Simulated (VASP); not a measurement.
Set up this calculation in VASP 6.6.1, as the native input.

```
Task                   : single point
Functional             : PBE
Potentials or basis    : VASP PAW PBE potentials, release 64 (Ca_sv, I)
Cutoff                 : 520 eV
k mesh                 : 8 × 8 × 6
Occupations            : methfessel-paxton, width 0.1 eV
Spin                   : no spin polarisation
Dipole correction      : no
Further INCAR settings : ALGO = Normal; EDIFF = 1e-06; NBANDS = 16
```

The structure of CaI lies in POSCAR:

```
CaI
1.0
    4.1742831845      0.0000000000      0.0000000000
   -2.0871415922      3.6150358190      0.0000000000
    0.0000000000      0.0000000000      4.6065360355
Ca I
1 1
Direct
    0.0000000000      0.0000000000      0.5000000000
    0.6666666667      0.3333333333      0.0000000000
```

The input as run:

INCAR

```
SYSTEM = CaI
  PREC = Accurate
  ENCUT = 520
  EDIFF = 1E-6
  ISMEAR = 1
  SIGMA = 0.1
  LREAL = .FALSE.
  LASPH = .TRUE.
  NELM = 100
  ALGO = Normal
  ISIF = 2
  LWAVE = .FALSE.
  LCHARG = .TRUE.
  GGA = PE
  LELF = .TRUE.
  LVHAR = .TRUE.
  NBANDS = 16
```

KPOINTS

```
Automatic mesh
0
G
  8 8 6
  0 0 0
```

Potentials or basis: VASP PAW PBE potentials, release 64 (Ca_sv, I).

The run is started by

```bash
$ cat potpaw_PBE.64/Ca_sv/POTCAR potpaw_PBE.64/I/POTCAR > POTCAR
$ mpirun -np 1 vasp_std > vasp.out
```

Results of the run:

| Item | Value |
| --- | --- |
| Pressure | -0.5 GPa |
| Band gap on the k mesh | zero (an odd number of electrons rules out a gap without spin polarisation) |

Caveat: spin-orbit coupling is left out, which moves the levels of the heavy elements; an odd number of electrons without spin polarisation forces a metal; a magnetic or distorted state may lie lower.

Wall time 31 s on 1 thread of Intel(R) Xeon(R) Platinum 8259CL CPU @ 2.50GHz (Skylake/Cascade Lake), with other jobs on the host, peak memory 0.21 GiB.
